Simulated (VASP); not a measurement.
The system is Sn.

```xyz
1
Lattice="-1.9318 1.9318 1.9318 1.9318 -1.9318 1.9318 1.9318 1.9318 -1.9318" Properties=species:S:1:pos:R:3 pbc="T T T"
Sn    0.0000    0.0000    0.0000
```

Base run:

| Quantity | Value |
| --- | --- |
| Program | VASP 6.6.1 |
| Functional | r2SCAN |
| Potentials or basis | VASP PAW PBE potentials, release 64 (Sn_d) |
| Cutoff | 520 eV |
| k mesh | 10 × 10 × 10 |
| Occupations | fermi-dirac, width 0.05 eV |
| Spin | no spin polarisation |

Its results: band gap on the k mesh zero (band 7 reaches 15.19 eV, above the bottom of band 8 at 5.11 eV); pressure -3.1 GPa.

Task: The run is repeated on the same cell with these changes: functional from r2SCAN to HSE06; k mesh from 10 × 10 × 10 to 6 × 6 × 6. What comes out?

Result: Band gap on the k mesh zero (band 7 reaches 15.63 eV, above the bottom of band 8 at 4.75 eV); pressure -3.5 GPa.

Several settings changed at once, so the effect can't be laid on one alone.

Caveats: some runs use coarse meshes; the PAW data sets were made with another functional, which shifts forces and pressure a little; spin-orbit coupling is left out, which moves the levels of the heavy elements.
